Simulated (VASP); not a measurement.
A run of VASP 6.6.1:

File INCAR:

```
SYSTEM = AlN
  ALGO = Normal
  EDIFF = 1E-6
  EDIFFG = -0.002
  ENCUT = 520
  GGA = PS
  IBRION = 2
  ISIF = 2
  ISMEAR = 0
  LASPH = .True.
  LCHARG = .False.
  LREAL = .False.
  LWAVE = .False.
  NELM = 100
  NSW = 50
  PREC = Accurate
  SIGMA = 0.01
```

File KPOINTS:

```
k-points
0
Gamma
  8 8 6
  0 0 0
```

POSCAR

```
AlN
1.0
    3.1138302227      0.0077845756      0.0077845756
   -1.5501734712      2.6927637881      0.0028493524
    0.0124571318      0.0124571318      4.9828527301
Al N
2 2
Direct
    0.3333333333      0.6666666667     -0.0010085685
    0.6666666667      0.3333333333      0.4989914315
    0.3333333333      0.6666666667      0.3810085685
    0.6666666667      0.3333333333      0.8810085685
```

Potentials or basis: VASP PAW PBE potentials, release 64 (Al, N).

The run is started by

```sh
$ cat potpaw_PBE.64/Al/POTCAR potpaw_PBE.64/N/POTCAR > POTCAR
$ mpirun -np 1 vasp_std > vasp.out
```

Hardware: 1 thread of Oxide Virtual Turin-like Processor, with other jobs on the host.

Question: How long does it take, and how much memory?

Answer: Run time: 4.3 min on 1 thread of Oxide Virtual Turin-like Processor, with other jobs on the host, peak memory 0.19 GiB. Counts: scf iterations 31, k points 196, ion steps 8.
